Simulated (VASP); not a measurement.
# TlCl (Pm-3m) in VASP: single point with PBEsol

Aim: the single point of TlCl with PBEsol.

All numbers are computed with VASP 6.6.1; they aren't measurements. Logs are shortened: lines on timing, memory, paths and dates and some standing lists are left out, and cuts for length are marked.

### Step 1. The cell of the first run

Symmetry: Pm-3m, No. 221, cubic system. The conventional cell has a = 3.769 Å, b = 3.769 Å, c = 3.769 Å, α = 90.00°, β = 90.00°, γ = 90.00°. Tl (site symmetry m-3m) has 8 Cl at 3.26 Å and 6 Tl at 3.77 Å within 4.3 Å. Cl (site symmetry m-3m) has 8 Tl at 3.26 Å and 6 Cl at 3.77 Å within 4.3 Å.

### Step 2. Single point, PBEsol

Input file INCAR:

```
ALGO = Normal
EDIFF = 1E-6
ENCUT = 500
GGA = PS
GGA_COMPAT = False
ISIF = 2
ISMEAR = -1
LASPH = True
LCHARG = True
LELF = True
LREAL = False
LVHAR = True
LWAVE = False
NBANDS = 17
NELM = 120
PREC = Accurate
SIGMA = 0.1
```

Input file KPOINTS:

```
k-points
0
Gamma
  12 12 12
```

Input file POSCAR:

```
TlCl
1.0
    3.7692256957      0.0000000000      0.0000000000
    0.0000000000      3.7692256957      0.0000000000
    0.0000000000      0.0000000000      3.7692256957
Tl Cl
1 1
Direct
    0.0000000000      0.0000000000      0.0000000000
    0.5000000000      0.5000000000      0.5000000000
```

Potentials or basis: VASP PAW PBE potentials, release 64 (Tl_d, Cl).

Run with:

```bash
cat potpaw_PBE.64/Tl_d/POTCAR potpaw_PBE.64/Cl/POTCAR > POTCAR
mpirun -np 1 vasp_std > vasp.out
```

OUTCAR:

```text
EDIFF = 1E-6
   ENCUT = 500
   GGA = PS
   ISIF = 2
   ISMEAR = -1
   LASPH = True
   LREAL = False
   NELM = 120
   PREC = Accurate

 ion  position               nearest neighbor table
   1  0.000  0.000  0.000-   2 3.26   2 3.26   2 3.26   2 3.26   2 3.26   2 3.26   2 3.26   2 3.26

   2  0.500  0.500  0.500-   1 3.26   1 3.26   1 3.26   1 3.26   1 3.26   1 3.26   1 3.26   1 3.26

  LATTYP: Found a simple cubic cell.
 ALAT       =     3.7692256957

  Lattice vectors:

 A1 = (   3.7692256957,   0.0000000000,   0.0000000000)
 A2 = (   0.0000000000,   3.7692256957,   0.0000000000)
 A3 = (   0.0000000000,   0.0000000000,   3.7692256957)

Analysis of symmetry for initial positions (statically):
=====================================================================
 Subroutine PRICEL returns:
 Original cell was already a primitive cell.

 Routine SETGRP: Setting up the symmetry group for a
 simple cubic supercell.

 Subroutine GETGRP returns: Found 48 space group operations
 (whereof 48 operations were pure point group operations)
 out of a pool of 48 trial point group operations.

The static configuration has the point symmetry O_h .

Analysis of symmetry for dynamics (positions and initial velocities):
=====================================================================
 Subroutine PRICEL returns:
 Original cell was already a primitive cell.

 Routine SETGRP: Setting up the symmetry group for a
 simple cubic supercell.

 Subroutine GETGRP returns: Found 48 space group operations
 (whereof 48 operations were pure point group operations)
 out of a pool of 48 trial point group operations.

The dynamic configuration has the point symmetry O_h .

 Subroutine INISYM returns: Found 48 space group operations
 (whereof 48 operations are pure point group operations),
 and found     1 'primitive' translations

----------------------------------------------------------------------------------------

                                     Primitive cell

  volume of cell :      53.5496

  direct lattice vectors                    reciprocal lattice vectors
     3.769225696  0.000000000  0.000000000     0.265306480  0.000000000  0.000000000
     0.000000000  3.769225696  0.000000000     0.000000000  0.265306480  0.000000000
     0.000000000  0.000000000  3.769225696     0.000000000  0.000000000  0.265306480

  length of vectors
     3.769225696  3.769225696  3.769225696     0.265306480  0.265306480  0.265306480

  position of ions in fractional coordinates (direct lattice)
     0.000000000  0.000000000  0.000000000
     0.500000000  0.500000000  0.500000000

  ion indices of the primitive-cell ions
   primitive index   ion index
                 1           1
                 2           2

----------------------------------------------------------------------------------------

 KPOINTS: k-points

Automatic generation of k-mesh.
 Grid dimensions read from file:
 generate k-points for:   12   12   12

 Generating k-lattice:

  Cartesian coordinates                     Fractional coordinates (reciprocal lattice)
     0.022108873  0.000000000  0.000000000     0.083333333  0.000000000  0.000000000
     0.000000000  0.022108873  0.000000000     0.000000000  0.083333333  0.000000000
     0.000000000  0.000000000  0.022108873     0.000000000  0.000000000  0.083333333

  Length of vectors
     0.022108873  0.022108873  0.022108873

  Shift w.r.t. Gamma in fractional coordinates (k-lattice)
     0.000000000  0.000000000  0.000000000

 Subroutine IBZKPT returns following result:
 ===========================================

 Found     84 irreducible k-points:

 Following reciprocal coordinates:
            Coordinates               Weight
  0.000000  0.000000  0.000000      1.000000
  0.083333  0.000000  0.000000      6.000000
  0.166667  0.000000  0.000000      6.000000
  0.250000  0.000000  0.000000      6.000000
  0.333333  0.000000  0.000000      6.000000
  0.416667  0.000000  0.000000      6.000000
[... 16 lines left out ...]
  0.333333  0.333333  0.000000     12.000000
  0.416667  0.333333  0.000000     24.000000
 [... further k-points ...]
   k-points           NKPTS =     84   k-points in BZ     NKDIM =     84   number of bands    NBANDS=     17
   number of dos      NEDOS =    301   number of ions     NIONS =      2
   total plane-waves  NPLWV =  21952
   dimension x,y,z NGX =    28 NGY =   28 NGZ =   28
   dimension x,y,z NGXF=    56 NGYF=   56 NGZF=   56
   ions per type =               1   1
   NGX,Y,Z   is equivalent  to a cutoff of  12.35, 12.35, 12.35 a.u.
   NGXF,Y,Z  is equivalent  to a cutoff of  24.70, 24.70, 24.70 a.u.
 SYSTEM =  unknown system
   PREC   = accura    normal or accurate (medium, high low for compatibility)
   ISTART =      0    job   : 0-new  1-cont  2-samecut
   ICHARG =      2    charge: 1-file 2-atom 10-const
   ISPIN  =      1    spin polarized calculation?
   LNONCOLLINEAR =      F non collinear calculations
   LSORBIT =      F    spin-orbit coupling
   LASPH  =      T    aspherical Exc in radial PAW
   ENCUT  =  500.0 eV  36.75 Ry    6.06 a.u.   6.87  6.87  6.87*2*pi/ulx,y,z
   NELM   =    120;   NELMIN=  2; NELMDL= -5     # of ELM steps
   EDIFF  = 0.1E-05   stopping-criterion for ELM
   LREAL  =      F    real-space projection
   EDIFFG = 0.1E-04   stopping-criterion for IOM
   NSW    =      0    number of steps for IOM
   IBRION =     -1    ionic relax: 0-MD 1-quasi-New 2-CG
   NFREE  =      0    steps in history (QN), initial steepest desc. (CG)
   ISIF   =      2    stress and relaxation
   ISYM   =      2    0-nonsym 1-usesym 2-fastsym
   POTIM  = 0.5000    time-step for ionic-motion
   TEBEG  =    0.0;   TEEND  =   0.0 temperature during run
   PSTRESS=    0.0 pullay stress
   NELECT =      20.0000    total number of electrons
   NUPDOWN=      -1.0000    fix difference up-down
   EMIN   =  10.00;   EMAX   =-10.00  energy-range for DOS
   EFERMI =   0.00;   METHOD = LEGACY
   ISMEAR =    -1;   SIGMA  =   0.10  broadening in eV -4-tet -1-fermi 0-gaus
   EFERMI_NEDOS =   21; number of points for ismear=-14 and -15
   IALGO  =     38    algorithm
   IMIX   =      4    mixing-type and parameters
     AMIX     =   0.40;   BMIX     =  1.00
     AMIX_MAG =   1.60;   BMIX_MAG =  1.00
  volume/ion in A,a.u.               =      26.77       180.69
  Fermi-wavevector in a.u.,A,eV,Ry     =   1.178961  2.227913 18.911397  1.389948
  Thomas-Fermi vector in A             =   2.315280
   LORBIT       =      0    0 simple, 1 ext, 2 COOP (PROOUT), +10 PAW based schemes
   GGA     = PS    functional components
   LHFCALC =     F    Hartree Fock is set to
   AEXX    =    0.0000 exact exchange contribution
   IVDW    =     0    specifies the selected vdW correction
   LEPSILON=     F    determine dielectric tensor
   LRPA    =     F    only Hartree local field effects (RPA)
 non-spin polarized calculation
  energy-cutoff  :      500.00
  volume of cell :       53.55
 maximum number of plane-waves:      1388
 NGX is ok and might be reduce to    28
   NGX = 13   NGY = 13   NGZ = 13

 number of electron      20.0000008 magnetization

 Free energy of the ion-electron system (eV)
  ---------------------------------------------------
  ext. energy  EPLUGINS =         0.00000000
  ---------------------------------------------------
  free energy    TOTEN  =        -6.46938280 eV

  energy without entropy =       -6.46938043  energy(sigma->0) =       -6.46938161

 E-fermi :   4.1484     XC(G=0):  -9.6205

 val. band max:        3.1987960654   @ k =   0.5000   0.0000   0.0000
 cond. band min:       4.9995747532   @ k =   0.5000   0.0000   0.0000
 fundamental gap:      1.8007786879
 Fermi energy:         4.1483971102

 k-point     1 :       0.0000    0.0000    0.0000
  band No.  band energies     occupation
      1     -10.9079      2.00000
      2      -6.8284      2.00000
      3      -6.8284      2.00000
      4      -6.5409      2.00000
      5      -6.5409      2.00000
      6      -6.5409      2.00000
[... 9 lines left out ...]
     16      16.0880      0.00000
     17      17.3873      0.00000

 k-point     2 :       0.0833    0.0000    0.0000
  band No.  band energies     occupation
      1     -10.8889      2.00000
      2      -6.8272      2.00000
      3      -6.8146      2.00000
      4      -6.5478      2.00000
      5      -6.5478      2.00000
      6      -6.5403      2.00000
[... 9 lines left out ...]
     16      16.5054      0.00000
     17      17.3067      0.00000

 k-point     3 :       0.1667    0.0000    0.0000
  band No.  band energies     occupation
      1     -10.8358      2.00000
      2      -6.8238      2.00000
      3      -6.7774      2.00000
      4      -6.5664      2.00000
      5      -6.5664      2.00000
      6      -6.5386      2.00000
[... 9 lines left out ...]
     16      17.1980      0.00000
     17      17.2041      0.00000

 k-point     4 :       0.2500    0.0000    0.0000
  band No.  band energies     occupation
      1     -10.7609      2.00000
      2      -6.8191      2.00000
      3      -6.7284      2.00000
      4      -6.5916      2.00000
      5      -6.5916      2.00000
      6      -6.5363      2.00000
[... 9 lines left out ...]
     16      16.3115      0.00000
     17      17.3464      0.00000

 k-point     5 :       0.3333    0.0000    0.0000
  band No.  band energies     occupation
      1     -10.6829      2.00000
      2      -6.8144      2.00000
      3      -6.6821      2.00000
      4      -6.6165      2.00000
      5      -6.6165      2.00000
      6      -6.5339      2.00000
[... 9 lines left out ...]
     16      15.4568      0.00000
     17      17.3041      0.00000

 k-point     6 :       0.4167    0.0000    0.0000
  band No.  band energies     occupation
      1     -10.6237      2.00000
      2      -6.8110      2.00000
      3      -6.6503      2.00000
      4      -6.6346      2.00000
      5      -6.6346      2.00000
      6      -6.5323      2.00000
[... 9 lines left out ...]
     16      16.2804      0.00000
     17      17.2827      0.00000

 k-point     7 :       0.5000    0.0000    0.0000
  band No.  band energies     occupation
      1     -10.6015      2.00000
      2      -6.8097      2.00000
      3      -6.6411      2.00000
      4      -6.6411      2.00000
      5      -6.6392      2.00000
      6      -6.5316      2.00000
[... 9 lines left out ...]
     16      17.2751      0.00000
     17      17.3012      0.00000

 k-point     8 :       0.0833    0.0833    0.0000
  band No.  band energies     occupation
      1     -10.8704      2.00000
      2      -6.8197      2.00000
      3      -6.8068      2.00000
      4      -6.5540      2.00000
      5      -6.5484      2.00000
      6      -6.5457      2.00000
[... 9 lines left out ...]
     16      16.4571      0.00000
     17      16.8646      0.00000
[... 203 lines left out ...]
      1     -10.6529      2.00000
      2      -6.7692      2.00000
      3      -6.6569      2.00000
      4      -6.6036      2.00000
      5      -6.5873      2.00000
      6      -6.5765      2.00000
[... 9 lines left out ...]
     16      14.9953      0.00000
     17      15.3729      0.00000

 k-point    20 :       0.3333    0.2500    0.0000
  band No.  band energies     occupation
      1     -10.5970      2.00000
      2      -6.7579      2.00000
      3      -6.6112      2.00000
      4      -6.6052      2.00000
      5      -6.6045      2.00000
      6      -6.5763      2.00000
[... 9 lines left out ...]
     16      15.2257      0.00000
     17      15.8614      0.00000

 k-point    21 :       0.4167    0.2500    0.0000
  band No.  band energies     occupation
      1     -10.5552      2.00000
      2      -6.7512      2.00000
      3      -6.6209      2.00000
      4      -6.6078      2.00000
      5      -6.5734      2.00000
      6      -6.5731      2.00000
[... 9 lines left out ...]
     16      15.3969      0.00000
     17      16.4652      0.00000

 k-point    22 :       0.5000    0.2500    0.0000
  band No.  band energies     occupation
      1     -10.5397      2.00000
      2      -6.7489      2.00000
      3      -6.6267      2.00000
      4      -6.6076      2.00000
      5      -6.5722      2.00000
      6      -6.5603      2.00000
[... 9 lines left out ...]
     16      15.7379      0.00000
     17      16.3038      0.00000

 k-point    23 :       0.3333    0.3333    0.0000
  band No.  band energies     occupation
      1     -10.5530      2.00000
      2      -6.7424      2.00000
      3      -6.6024      2.00000
      4      -6.5981      2.00000
      5      -6.5944      2.00000
      6      -6.5611      2.00000
[... 9 lines left out ...]
     16      15.0382      0.00000
     17      16.3988      0.00000

 k-point    24 :       0.4167    0.3333    0.0000
  band No.  band energies     occupation
      1     -10.5205      2.00000
      2      -6.7333      2.00000
      3      -6.6141      2.00000
      4      -6.5937      2.00000
      5      -6.5904      2.00000
      6      -6.5241      2.00000
[... 9 lines left out ...]
     16      15.2279      0.00000
     17      16.1546      0.00000

 [... further k-points ...]

------------------------ aborting loop because EDIFF is reached ----------------------------------------

  FORCE on cell =-STRESS in cart. coord.  units (eV):
  Direction    XX          YY          ZZ          XY          YZ          ZX
  --------------------------------------------------------------------------------------
  -------------------------------------------------------------------------------------
  Total       -0.0241812     -0.0241812     -0.0241812      0.0000000      0.0000000      0.0000000
  in kB       -0.7234877     -0.7234877     -0.7234877      0.0000000      0.0000000      0.0000000
  external PRESSURE =      -0.7234877 kB  Pullay stress =       0.0000000 kB

 VOLUME and BASIS-vectors are now :
 -----------------------------------------------------------------------------
  energy-cutoff  :      500.00
  volume of cell :       53.55
      direct lattice vectors                 reciprocal lattice vectors
     3.769225696  0.000000000  0.000000000     0.265306480  0.000000000  0.000000000
     0.000000000  3.769225696  0.000000000     0.000000000  0.265306480  0.000000000
     0.000000000  0.000000000  3.769225696     0.000000000  0.000000000  0.265306480

 POSITION                                       TOTAL-FORCE (eV/Angst)
 -----------------------------------------------------------------------------------
      0.00000      0.00000      0.00000         0.000000      0.000000      0.000000
      1.88461      1.88461      1.88461         0.000000      0.000000      0.000000
 -----------------------------------------------------------------------------------
    total drift:                               -0.000000      0.000000      0.000000

  FREE ENERGIE OF THE ION-ELECTRON SYSTEM (eV)
  ---------------------------------------------------
  free  energy   TOTEN  =        -6.4693828031 eV

  energy  without entropy=       -6.4693804255  energy(sigma->0) =       -6.46938161
```

Run time: 20 s. Hardware: 1 thread of Intel Xeon 6975P-C (Granite Rapids), shared host; peak memory 0.2 GiB.

What came out:

* Free energy: -6.4694 eV
* Pressure: -0.1 GPa
* Band gap on the k mesh: 1.80 eV, direct

Levels at points of the mesh, in eV from the valence-band top:
```csv
k point,band 8,band 9,band 10,band 11,band 12,band 13
"(0.00, 0.00, 0.00)",-1.79,-1.79,-1.79,7.53,7.53,7.93
"(0.50, 0.00, 0.00)",-1.29,-1.29,0.00,1.80,6.47,6.47
"(0.50, 0.50, 0.00)",-3.42,-3.42,-1.26,4.84,4.84,8.23
"(0.50, 0.50, 0.50)",-2.31,-2.31,-2.15,2.20,2.20,2.20
```

Caveat: the PAW data sets were made with another functional, which shifts forces and pressure a little; spin-orbit coupling is left out, which moves the levels of the heavy elements. PBEsol gaps usually lie below the measured ones, often by a third to a half.
